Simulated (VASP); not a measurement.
# Si (P6/mmm) in VASP: further runs

Runs on Si. Level: r2SCAN. Tasks: single point.

All numbers are computed with VASP 6.6.1; they aren't measurements. Logs are shortened: lines on timing, memory, paths and dates and some standing lists are left out, and cuts for length are marked.

**1. The cell of the first run**

The structure is hexagonal, space group P6/mmm (No. 191). The conventional cell has a = 2.703 Å, b = 2.703 Å, c = 2.359 Å, α = 90.00°, β = 90.00°, γ = 120.00°. Within 3.1 Å of Si (site symmetry 6/mmm) lie 8 Si at 2.36 to 2.70 Å.

This isn't the form of Si at room conditions, which is diamond.

**2. Single point, r2SCAN**

File POSCAR:

```
Si
1.0
    2.7030959356      0.0000000000      0.0000000000
   -1.3515479678      2.3409497490      0.0000000000
    0.0000000000      0.0000000000      2.3589569262
Si
1
Direct
    0.0000000000      0.0000000000      0.0000000000
```

File INCAR.step1:

```
PREC = Accurate
ENCUT = 520
ISMEAR = 0
SIGMA = 0.15
LREAL = F
LASPH = T
NELM = 80
NBANDS = 8
GGA = PE
ALGO = Normal
EDIFF = 1E-4
LWAVE = T
LCHARG = F
```

File INCAR.step2:

```
PREC = Accurate
ENCUT = 520
EDIFF = 1E-7
ISMEAR = 0
SIGMA = 0.15
LREAL = F
LASPH = T
NELM = 80
ALGO = Normal
ISIF = 2
LWAVE = F
LCHARG = T
METAGGA = R2SCAN
LMIXTAU = T
LELF = T
LVHAR = T
NBANDS = 8
ISTART = 1
```

File KPOINTS:

```
regular mesh
0
Gamma
  30 30 26
```

Potentials or basis: VASP PAW PBE potentials, release 64 (Si).

Run with:

```
> cat potpaw_PBE.64/Si/POTCAR > POTCAR
> cp INCAR.step1 INCAR
> mpirun -np 1 vasp_std > vasp.out
> cp INCAR.step2 INCAR
> mpirun -np 1 vasp_std > vasp.out
```

OUTCAR:

```text
PREC = Accurate
   ENCUT = 520
   EDIFF = 1E-7
   ISMEAR = 0
   LREAL = F
   LASPH = T
   NELM = 80
   ISIF = 2
   METAGGA = R2SCAN
   ISTART = 1

 ion  position               nearest neighbor table
   1  0.000  0.000  0.000-

  LATTYP: Found a hexagonal cell.
 ALAT       =     2.7030959356
 C/A-ratio  =     0.8726870901

  Lattice vectors:

 A1 = (   2.7030959356,   0.0000000000,   0.0000000000)
 A2 = (  -1.3515479678,   2.3409497490,   0.0000000000)
 A3 = (   0.0000000000,   0.0000000000,   2.3589569262)

Analysis of symmetry for initial positions (statically):
=====================================================================
 Subroutine PRICEL returns:
 Original cell was already a primitive cell.

 Routine SETGRP: Setting up the symmetry group for a
 hexagonal supercell.

 Subroutine GETGRP returns: Found 24 space group operations
 (whereof 24 operations were pure point group operations)
 out of a pool of 24 trial point group operations.

The static configuration has the point symmetry D_6h.

Analysis of symmetry for dynamics (positions and initial velocities):
=====================================================================
 Subroutine PRICEL returns:
 Original cell was already a primitive cell.

 Routine SETGRP: Setting up the symmetry group for a
 hexagonal supercell.

 Subroutine GETGRP returns: Found 24 space group operations
 (whereof 24 operations were pure point group operations)
 out of a pool of 24 trial point group operations.

The dynamic configuration has the point symmetry D_6h.

 Subroutine INISYM returns: Found 24 space group operations
 (whereof 24 operations are pure point group operations),
 and found     1 'primitive' translations

----------------------------------------------------------------------------------------

                                     Primitive cell

  volume of cell :      14.9270

  direct lattice vectors                    reciprocal lattice vectors
     2.703095936  0.000000000  0.000000000     0.369946174  0.213588523  0.000000000
    -1.351547968  2.340949749  0.000000000     0.000000000  0.427177047  0.000000000
     0.000000000  0.000000000  2.358956926     0.000000000  0.000000000  0.423916176

  length of vectors
     2.703095936  2.703095936  2.358956926     0.427177047  0.427177047  0.423916176

  position of ions in fractional coordinates (direct lattice)
     0.000000000  0.000000000  0.000000000

  ion indices of the primitive-cell ions
   primitive index   ion index
                 1           1

----------------------------------------------------------------------------------------

 KPOINTS: regular mesh

Automatic generation of k-mesh.
 Grid dimensions read from file:
 generate k-points for:   30   30   26

 Generating k-lattice:

  Cartesian coordinates                     Fractional coordinates (reciprocal lattice)
     0.012331539  0.007119617  0.000000000     0.033333333  0.000000000  0.000000000
     0.000000000  0.014239235  0.000000000     0.000000000  0.033333333  0.000000000
     0.000000000  0.000000000  0.016304468     0.000000000  0.000000000  0.038461538

  Length of vectors
     0.014239235  0.014239235  0.016304468

  Shift w.r.t. Gamma in fractional coordinates (k-lattice)
     0.000000000  0.000000000  0.000000000

 Subroutine IBZKPT returns following result:
 ===========================================

 Found   1274 irreducible k-points:

 Following reciprocal coordinates:
            Coordinates               Weight
  0.000000  0.000000  0.000000      1.000000
  0.033333 -0.000000  0.000000      6.000000
  0.066667 -0.000000  0.000000      6.000000
  0.100000 -0.000000  0.000000      6.000000
  0.133333 -0.000000  0.000000      6.000000
  0.166667 -0.000000  0.000000      6.000000
[... 16 lines left out ...]
  0.233333  0.033333  0.000000     12.000000
  0.266667  0.033333  0.000000     12.000000
 [... further k-points ...]
   k-points           NKPTS =   1274   k-points in BZ     NKDIM =   1274   number of bands    NBANDS=      8
   number of dos      NEDOS =    301   number of ions     NIONS =      1
   total plane-waves  NPLWV =   7200
   dimension x,y,z NGX =    20 NGY =   20 NGZ =   18
   dimension x,y,z NGXF=    40 NGYF=   40 NGZF=   36
   ions per type =               1
   NGX,Y,Z   is equivalent  to a cutoff of  12.30, 12.30, 12.69 a.u.
   NGXF,Y,Z  is equivalent  to a cutoff of  24.60, 24.60, 25.37 a.u.
 SYSTEM =  unknown system
   PREC   = accura    normal or accurate (medium, high low for compatibility)
   ISTART =      1    job   : 0-new  1-cont  2-samecut
   ICHARG =      0    charge: 1-file 2-atom 10-const
   ISPIN  =      1    spin polarized calculation?
   LNONCOLLINEAR =      F non collinear calculations
   LSORBIT =      F    spin-orbit coupling
   LASPH  =      T    aspherical Exc in radial PAW
   ENCUT  =  520.0 eV  38.22 Ry    6.18 a.u.   5.03  5.03  4.39*2*pi/ulx,y,z
   NELM   =     80;   NELMIN=  2; NELMDL=  0     # of ELM steps
   EDIFF  = 0.1E-06   stopping-criterion for ELM
   LREAL  =      F    real-space projection
   EDIFFG = 0.1E-05   stopping-criterion for IOM
   NSW    =      0    number of steps for IOM
   IBRION =     -1    ionic relax: 0-MD 1-quasi-New 2-CG
   NFREE  =      0    steps in history (QN), initial steepest desc. (CG)
   ISIF   =      2    stress and relaxation
   ISYM   =      2    0-nonsym 1-usesym 2-fastsym
   POTIM  = 0.5000    time-step for ionic-motion
   TEBEG  =    0.0;   TEEND  =   0.0 temperature during run
   PSTRESS=    0.0 pullay stress
   NELECT =       4.0000    total number of electrons
   NUPDOWN=      -1.0000    fix difference up-down
   EMIN   =  10.00;   EMAX   =-10.00  energy-range for DOS
   EFERMI =   0.00;   METHOD = LEGACY
   ISMEAR =     0;   SIGMA  =   0.15  broadening in eV -4-tet -1-fermi 0-gaus
   EFERMI_NEDOS =   21; number of points for ismear=-14 and -15
   IALGO  =     38    algorithm
   IMIX   =      4    mixing-type and parameters
     AMIX     =   0.40;   BMIX     =  1.00
     AMIX_MAG =   1.60;   BMIX_MAG =  1.00
  volume/ion in A,a.u.               =      14.93       100.73
  Fermi-wavevector in a.u.,A,eV,Ry     =   1.055448  1.994508 15.156498  1.113971
  Thomas-Fermi vector in A             =   2.190647
   LORBIT       =      0    0 simple, 1 ext, 2 COOP (PROOUT), +10 PAW based schemes
   METAGGA = R2SCAN    functional components
   LHFCALC =     F    Hartree Fock is set to
   AEXX    =    0.0000 exact exchange contribution
   IVDW    =     0    specifies the selected vdW correction
   LEPSILON=     F    determine dielectric tensor
   LRPA    =     F    only Hartree local field effects (RPA)
 non-spin polarized calculation
 Gauss-broadening in eV      SIGMA  =   0.15
  energy-cutoff  :      520.00
  volume of cell :       14.93
 maximum number of plane-waves:       417
 NGX is ok and might be reduce to    20

 number of electron       4.0000000 magnetization

 Free energy of the ion-electron system (eV)
  ---------------------------------------------------
  ext. energy  EPLUGINS =         0.00000000
  ---------------------------------------------------
  free energy    TOTEN  =        -8.28982449 eV

  energy without entropy =       -8.28555117  energy(sigma->0) =       -8.28768783

 E-fermi :   9.5174     XC(G=0): -11.5942

 val. band max:        9.5132990539   @ k =   0.3667   0.2667   0.4615
 cond. band min:       9.5184989024   @ k =   0.3667   0.2000   0.4615
 fundamental gap:      0.0051998484
 Fermi energy:         9.5173902183

 k-point     1 :       0.0000    0.0000    0.0000
  band No.  band energies     occupation
      1      -5.2688      2.00000
      2      17.8508      0.00000
      3      18.8434      0.00000
      4      18.8434      0.00000
      5      20.3894      0.00000
      6      21.6002      0.00000
      7      21.6002      0.00000
      8      27.1683      0.00000

 k-point     2 :       0.0333   -0.0000    0.0000
  band No.  band energies     occupation
      1      -5.2380      2.00000
      2      17.3959      0.00000
      3      18.6408      0.00000
      4      19.0301      0.00000
      5      20.4150      0.00000
      6      21.5634      0.00000
      7      21.8573      0.00000
      8      27.5163      0.00000

 k-point     3 :       0.0667   -0.0000    0.0000
  band No.  band energies     occupation
      1      -5.1454      2.00000
      2      16.4844      0.00000
      3      18.1756      0.00000
      4      19.1212      0.00000
      5      20.4918      0.00000
      6      21.5921      0.00000
      7      22.4857      0.00000
      8      28.4333      0.00000

 k-point     4 :       0.1000   -0.0000    0.0000
  band No.  band energies     occupation
      1      -4.9912      2.00000
      2      15.3842      0.00000
      3      17.6256      0.00000
      4      18.9227      0.00000
      5      20.6196      0.00000
      6      21.8273      0.00000
      7      23.3070      0.00000
      8      29.6788      0.00000

 k-point     5 :       0.1333   -0.0000    0.0000
  band No.  band energies     occupation
      1      -4.7756      2.00000
      2      14.1819      0.00000
      3      17.0704      0.00000
      4      18.5559      0.00000
      5      20.7982      0.00000
      6      22.2158      0.00000
      7      24.2410      0.00000
      8      30.9523      0.00000

 k-point     6 :       0.1667   -0.0000    0.0000
  band No.  band energies     occupation
      1      -4.4989      2.00000
      2      12.9297      0.00000
      3      16.5409      0.00000
      4      18.1358      0.00000
      5      21.0271      0.00000
      6      22.6805      0.00000
      7      25.2552      0.00000
      8      31.8586      0.00000

 k-point     7 :       0.2000   -0.0000    0.0000
  band No.  band energies     occupation
      1      -4.1615      2.00000
      2      11.6626      0.00000
      3      16.0504      0.00000
      4      17.7161      0.00000
      5      21.3058      0.00000
      6      23.1877      0.00000
      7      26.3344      0.00000
      8      32.5532      0.00000
[... 133 lines left out ...]
 k-point    20 :       0.1333    0.0333    0.0000
  band No.  band energies     occupation
      1      -4.6218      2.00000
      2      13.5478      0.00000
      3      16.2940      0.00000
      4      18.8463      0.00000
      5      20.9254      0.00000
      6      22.3256      0.00000
      7      24.7821      0.00000
      8      31.6413      0.00000

 k-point    21 :       0.1667    0.0333    0.0000
  band No.  band energies     occupation
      1      -4.3148      2.00000
      2      12.3000      0.00000
      3      15.7468      0.00000
      4      18.4688      0.00000
      5      21.1793      0.00000
      6      22.8399      0.00000
      7      25.7806      0.00000
      8      32.3778      0.00000

 k-point    22 :       0.2000    0.0333    0.0000
  band No.  band energies     occupation
      1      -3.9472      2.00000
      2      11.0424      0.00000
      3      15.2559      0.00000
      4      18.0885      0.00000
      5      21.4824      0.00000
      6      23.3881      0.00000
      7      26.8463      0.00000
      8      33.0287      0.00000

 k-point    23 :       0.2333    0.0333    0.0000
  band No.  band energies     occupation
      1      -3.5197      2.00000
      2       9.7975      0.00827
      3      14.8199      0.00000
      4      17.7285      0.00000
      5      21.8337      0.00000
      6      23.9607      0.00000
      7      27.9707      0.00000
      8      33.0840      0.00000

 k-point    24 :       0.2667    0.0333    0.0000
  band No.  band energies     occupation
      1      -3.0332      2.00000
      2       8.5797      2.00000
      3      14.4383      0.00000
      4      17.4006      0.00000
      5      22.2315      0.00000
      6      24.5557      0.00000
      7      29.1435      0.00000
      8      32.1553      0.00000

 [... further k-points ...]

------------------------ aborting loop because EDIFF is reached ----------------------------------------

  FORCE on cell =-STRESS in cart. coord.  units (eV):
  Direction    XX          YY          ZZ          XY          YZ          ZX
  --------------------------------------------------------------------------------------
  -------------------------------------------------------------------------------------
  Total       -0.3925065     -0.3925065      1.3260589      0.0000000      0.0000000      0.0000000
  in kB      -42.1292635    -42.1292635    142.3311102      0.0000000      0.0000000      0.0000000
  external PRESSURE =      19.3575277 kB  Pullay stress =       0.0000000 kB

 VOLUME and BASIS-vectors are now :
 -----------------------------------------------------------------------------
  energy-cutoff  :      520.00
  volume of cell :       14.93
      direct lattice vectors                 reciprocal lattice vectors
     2.703095936  0.000000000  0.000000000     0.369946174  0.213588523  0.000000000
    -1.351547968  2.340949749  0.000000000     0.000000000  0.427177047  0.000000000
     0.000000000  0.000000000  2.358956926     0.000000000  0.000000000  0.423916176

 POSITION                                       TOTAL-FORCE (eV/Angst)
 -----------------------------------------------------------------------------------
      0.00000      0.00000      0.00000        -0.000000      0.000000      0.000000
 -----------------------------------------------------------------------------------
    total drift:                               -0.000000     -0.000000     -0.000000

  FREE ENERGIE OF THE ION-ELECTRON SYSTEM (eV)
  ---------------------------------------------------
  free  energy   TOTEN  =        -8.2898244935 eV

  energy  without entropy=       -8.2855511732  energy(sigma->0) =       -8.28768783
```

It took 9.4 min on 1 thread of AMD EPYC 7R43 (Zen 3), shared host; peak memory 0.19 GiB.

Results:

```yaml
Free_energy: -8.2898 eV
Pressure: 1.9 GPa
Band_gap_on_the_k_mesh: zero (bands 2 and 3 overlap by 13.32 eV)
```

Levels at points of the mesh, in eV from the Fermi level:
| k point | band 1 | band 2 | band 3 | band 4 | band 5 | band 6 |
| --- | --- | --- | --- | --- | --- | --- |
| (0.00, 0.00, 0.00) | -14.79 | 8.33 | 9.33 | 9.33 | 10.87 | 12.08 |
| (0.50, 0.00, 0.00) | -8.59 | -7.21 | 4.38 | 6.20 | 15.51 | 18.06 |
| (0.00, 0.00, 0.50) | -8.67 | -7.41 | 14.13 | 14.13 | 15.75 | 15.75 |
| (0.50, 0.00, 0.50) | -2.82 | -2.38 | -1.36 | 1.82 | 9.17 | 12.08 |

Caveat: the stress differs along the axes, from -4 to 14 GPa; the PAW data sets were made with another functional, which shifts forces and pressure a little.

**3. Single point, r2SCAN**

This run uses another cell than the first one, of the same volume but with other edges.

File POSCAR:

```
Si
1.0
    2.5467902208      0.0000000000      0.0000000000
   -1.2733951104      2.2055850293      0.0000000000
    0.0000000000      0.0000000000      2.6573978712
Si
1
Direct
    0.0000000000      0.0000000000      0.0000000000
```

File INCAR.step1:

```
SYSTEM = Si
PREC = Accurate
ENCUT = 520
ISMEAR = 0
SIGMA = 0.15
LREAL = .FALSE.
LASPH = .TRUE.
NELM = 80
NBANDS = 8
GGA = PE
ALGO = Normal
EDIFF = 1E-4
LWAVE = .TRUE.
LCHARG = .FALSE.
```

File INCAR.step2:

```
SYSTEM = Si
PREC = Accurate
ENCUT = 520
EDIFF = 1E-7
ISMEAR = 0
SIGMA = 0.15
LREAL = .FALSE.
LASPH = .TRUE.
NELM = 80
ALGO = Normal
ISIF = 2
LWAVE = .FALSE.
LCHARG = .TRUE.
METAGGA = R2SCAN
LMIXTAU = .TRUE.
LELF = .TRUE.
LVHAR = .TRUE.
NBANDS = 8
ISTART = 1
```

File KPOINTS:

```
Automatic mesh
0
G
  30 30 26
  0 0 0
```

Potentials or basis: VASP PAW PBE potentials, release 64 (Si).

Run with:

```
> cat potpaw_PBE.64/Si/POTCAR > POTCAR
> cp INCAR.step1 INCAR
> mpirun -np 1 vasp_std > vasp.out
> cp INCAR.step2 INCAR
> mpirun -np 1 vasp_std > vasp.out
```

Run time: 7.1 min. Hardware: 1 thread of AMD EPYC 7R43 (Zen 3), shared host; peak memory 0.19 GiB.

It converged, with:

* Free energy: -8.2497 eV
* Pressure: 0.9 GPa
* Band gap on the k mesh: zero (bands 2 and 3 overlap by 10.33 eV)

Stress tensor (GPa, compression positive):
```
  8.22   0.00   0.00
  0.00   8.22   0.00
  0.00   0.00 -13.85
```

Levels at points of the mesh, in eV from the Fermi level:
| k point | band 1 | band 2 | band 3 | band 4 | band 5 |
| --- | --- | --- | --- | --- | --- |
| (0.00, 0.00, 0.00) | -14.83 | 5.20 | 6.61 | 13.01 | 13.01 |
| (0.50, 0.00, 0.00) | -7.17 | -7.04 | 6.80 | 7.63 | 11.13 |
| (0.00, 0.00, 0.50) | -11.04 | -7.54 | 15.82 | 15.82 | 15.97 |
| (0.50, 0.00, 0.50) | -4.17 | -2.59 | -1.49 | 1.89 | 9.59 |

Caveat: the stress differs along the axes, from -14 to 8 GPa; the PAW data sets were made with another functional, which shifts forces and pressure a little.

(Continued in part 2 of 2.)
